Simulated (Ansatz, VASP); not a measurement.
## Two plane-wave programs on Mg2ZnO3

The input INCAR:

```
ALGO     = Normal         # electronic algorithm
EDIFF    = 1E-6           # SCF threshold, eV
ENCUT    = 750            # plane-wave cutoff, eV
GGA_COMPAT= False        
ISIF     = 2              # what is computed and relaxed
ISMEAR   = 0              # smearing method
LASPH    = True           # aspherical terms in the spheres
LCHARG   = False          # write CHGCAR
LREAL    = False          # projectors in reciprocal space
LWAVE    = False          # write WAVECAR
NBANDS   = 34             # bands
NELM     = 120            # most SCF steps
PREC     = Accurate       # precision mode
SIGMA    = 0.05           # smearing width, eV
```

File KPOINTS:

```
k-points
0
Gamma
  9 9 4
```

File POSCAR:

```
Mg2ZnO3
1.0
    3.0329985910      0.0000000000      0.0000000000
   -1.5164992955      2.6266538294      0.0000000000
    0.0000000000      0.0000000000      7.4033160000
Mg Zn O
2 1 3
Direct
    0.3333333300      0.6666666700      0.6658000000
    0.6666666700      0.3333333300      0.3342000000
    0.0000000000      0.0000000000      0.0000000000
    0.3333333300      0.6666666700      0.1726190000
    0.6666666700      0.3333333300      0.8273810000
    0.0000000000      0.0000000000      0.5000000000
```

Input for Ansatz:

```yaml
crystal:
  lattice:
    - [3.032998591, 0.0, 0.0]
    - [-1.5164992955, 2.6266538294, 0.0]
    - [0.0, 0.0, 7.403316]
  atoms:
    - { symbol: Mg, position: [0.33333333, 0.66666667, 0.6658] }
    - { symbol: Mg, position: [0.66666667, 0.33333333, 0.3342] }
    - { symbol: Zn, position: [0.0, 0.0, 0.0] }
    - { symbol: O, position: [0.33333333, 0.66666667, 0.172619] }
    - { symbol: O, position: [0.66666667, 0.33333333, 0.827381] }
    - { symbol: O, position: [0.0, 0.0, 0.5] }
basis:
  ecutwfc: 420
  fft_grid_basis: typed
kpoints:
  mp_grid: { grid: [9, 9, 4] }
hamiltonian:
  xc: lda
scf:
  occupations: { method: gaussian, width: 0.05 }
output:
  forces: true
  stress: true
  eigenvalues: true
  bader: true
  write_density: true
  volumetric_format: npy
  elf: true
```

Alike in both runs: task single point; functional LDA; k mesh 9 × 9 × 4; occupations gaussian, width 0.05 eV; no spin polarisation.

|  | VASP | Ansatz |
| --- | --- | --- |
| version | VASP 6.6.1 | Ansatz 0.2.0 |
| potentials or method | VASP PAW LDA potentials, release 64 (Mg_sv, Zn, O), cutoff 750 eV | scalar-relativistic, plane waves, PAW |
| valence electrons in the cell | 50 | 50 |

```tsv
	VASP	Ansatz	Ansatz less VASP
gap on the k mesh at the Fermi level (eV)	2.84	2.83	-0.009
pressure (GPa)	-11.6	-11.9	-0.25
traceless stress, the component that is largest in VASP (GPa)	-0.11	-0.11	+0.006
rms of the force components (eV/Å)	0.070	0.074	+0.0040
```

LDA's correlation is that of Perdew and Zunger in VASP and of Perdew and Wang (1992) in Ansatz. Atom by atom the forces differ by 0.004 eV/Å (rms over components).
